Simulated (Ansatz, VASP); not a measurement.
## Two plane-wave programs on SnTe

File INCAR:

```
SYSTEM = SnTe
PREC = Accurate
ENCUT = 520
EDIFF = 1E-6
ISMEAR = 0
SIGMA = 0.15
LREAL = .False.
LASPH = .True.
NELM = 80
ALGO = Normal
ISIF = 2
LWAVE = .False.
LCHARG = .True.
GGA = PE
IVDW = 12
LELF = .True.
LVHAR = .True.
NBANDS = 17
```

File KPOINTS:

```
Automatic mesh
0
Gamma
  16 16 16
  0 0 0
```

File POSCAR:

```
SnTe
1.0
    3.8258851498      0.0000000000      0.0000000000
    0.0000000000      3.8258851498      0.0000000000
    0.0000000000      0.0000000000      3.8258851498
Sn Te
1 1
Direct
    0.0377265813      0.0377265813      0.0377265813
    0.5000000000      0.5000000000      0.5000000000
```

Input for Ansatz:

```yaml
crystal:
  lattice:
    - [3.8258851498, 0.0, 0.0]
    - [0.0, 3.8258851498, 0.0]
    - [0.0, 0.0, 3.8258851498]
  atoms:
    - { symbol: Sn, position: [0.0377265813, 0.0377265813, 0.0377265813] }
    - { symbol: Te, position: [0.5, 0.5, 0.5] }
basis:
  ecutwfc: 420
kpoints:
  mp_grid: { grid: [16, 16, 16] }
hamiltonian:
  xc: pbe
  dispersion: d3bj
scf:
  occupations: { method: gaussian, width: 0.15 }
output:
  forces: true
  stress: true
  eigenvalues: true
  write_density: true
  write_potential: true
  elf: true
  volumetric_format: npy
```

Change from the starting cell: all Sn atoms moved -0.250 Å, as atom 1 towards its neighbour atom 2 (Te) at 3.313 Å.

Alike in both runs: task single point; functional PBE; dispersion D3(BJ); k mesh 16 × 16 × 16; occupations gaussian, width 0.15 eV; no spin polarisation.

```csv
,VASP,Ansatz
version,VASP 6.6.1,Ansatz 0.2.0
potentials or method,"VASP PAW PBE potentials, release 64 (Sn_d, Te), cutoff 520 eV","scalar-relativistic, plane waves, PAW"
valence electrons in the cell,20,30
```

|  | VASP | Ansatz | Ansatz less VASP |
| --- | --- | --- | --- |
| gap on the k mesh at the Fermi level (eV) | none | none | - |
| pressure (GPa) | 0.7 | 0.7 | +0.05 |
| traceless stress, the component that is largest in VASP (GPa) | 0.43 | 0.43 | -0.004 |
| rms of the force components (eV/Å) | 0.049 | 0.047 | -0.0024 |

Atom by atom the forces differ by 0.002 eV/Å (rms over components). A gap of «none» marks a metal or a gap that the smearing closes. VASP's potentials hold 20 valence electrons a cell and Ansatz's 30, so a difference there can come from the potentials and not from the codes.

Spin-orbit coupling is off throughout.
